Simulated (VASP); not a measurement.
Here is a VASP 6.6.1 calculation.

Contents of INCAR:

```
SYSTEM = Te2Mo
ALGO = Normal ; DIPOL = 0.5 0.5 0.394
EDIFF = 1E-7 ; ENCUT = 520
GGA = PE ; IDIPOL = 3
ISIF = 2 ; ISMEAR = 0
IVDW = 12 ; LASPH = .TRUE.
LCHARG = .FALSE. ; LDIPOL = .TRUE.
LREAL = .FALSE. ; LWAVE = .FALSE.
NBANDS = 35 ; NELM = 100
PREC = Accurate ; SIGMA = 0.05
```

The input KPOINTS:

```
k-points
0
G
  9 9 1
  0 0 0
```

File POSCAR:

```
Te2Mo
1.0
    3.5038818256      0.0000000000      0.0000000000
   -1.7519409128      3.0344506729      0.0000000000
    0.0000000000      0.0000000000     24.7677191314
Te Mo
4 2
Direct
    0.3333333333      0.6666666667      0.1816881069
    0.3333333333      0.6666666667      0.3282744013
    0.6666666667      1.3333333333      0.4589990186
    0.6666666667      1.3333333333      0.6055377003
    0.6666666667      0.3333333333      0.2549311430
    1.0000000000      1.0000000000      0.5321795739
```

Potentials or basis: VASP PAW PBE potentials, release 64 (Te, Mo_sv).

Command:

```console
$ cat potpaw_PBE.64/Te/POTCAR potpaw_PBE.64/Mo_sv/POTCAR > POTCAR
$ mpirun -np 1 vasp_std > vasp.out
```

Q: What does it give for the largest force?

A: 0.016 eV/Å.

Q: Estimate the band gap on the k mesh.

A: 0.92 eV, indirect (least direct gap 1.10 eV).

Forces on the atoms (eV/Å):
```
Te   0.000  0.000 -0.014
Te   0.000  0.000  0.016
Te   0.000  0.000 -0.015
Te   0.000  0.000  0.014
Mo   0.000  0.000 -0.001
Mo   0.000  0.000  0.000
```

Caveat: spin-orbit coupling is left out, which moves the levels of the heavy elements.
